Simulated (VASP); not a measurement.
## Hf2S: single point with PBEsol

Hf2S:

```xyz
6
Lattice="3.3743 0.0000 0.0000 -1.6871 2.9222 0.0000 0.0000 0.0000 11.7174" Properties=species:S:1:pos:R:3 pbc="T T T"
Hf    1.6871    0.9741   10.5435
Hf    0.0000    1.9481    4.6848
Hf    1.6871    0.9741    7.0327
Hf    0.0000    1.9481    1.1739
S     0.0000    0.0000    8.7881
S     0.0000    0.0000    2.9294
```

```json
{
 "Program": "VASP 6.6.1",
 "Task": "single point",
 "Functional": "PBEsol",
 "Potentials or basis": "VASP PAW PBE potentials, release 64 (Hf_pv, S)",
 "Cutoff": "520 eV",
 "k mesh": "1 × 1 × 1",
 "Occupations": "gaussian, width 0.1 eV",
 "Spin": "no spin polarisation"
}
```

```
Pressure               : 27.5 GPa
Largest force          : 3.589 eV/Å
Band gap on the k mesh : zero (filled and empty bands touch)
```

Forces on the atoms (eV/Å):
```
Hf   0.000  0.000 -3.589
Hf   0.000  0.000 -3.589
Hf   0.000  0.000  3.589
Hf   0.000  0.000  3.589
S    0.000  0.000  0.000
S    0.000  0.000  0.000
```

Stress tensor (GPa, compression positive):
```
28.17  0.00  0.00
 0.00 28.17  0.00
 0.00  0.00 26.26
```

Levels at points of the mesh, in eV from the Fermi level:
```
           k point  band 22  band 23  band 24  band 25  band 26  band 27  band 28  band 29
(0.00, 0.00, 0.00)    -3.33    -1.82    -0.43    -0.39     0.03     0.03     0.07     0.07
```

Run time: 32 s on 1 thread of Intel(R) Xeon(R) Platinum 8259CL CPU @ 2.50GHz (Skylake/Cascade Lake), on a shared host, peak memory 0.23 GiB.

Caveat: the k points lie up to 2.15 Å⁻¹ apart; the PAW data sets were made with another functional, which shifts forces and pressure a little; spin-orbit coupling is left out, which moves the levels of the heavy elements.
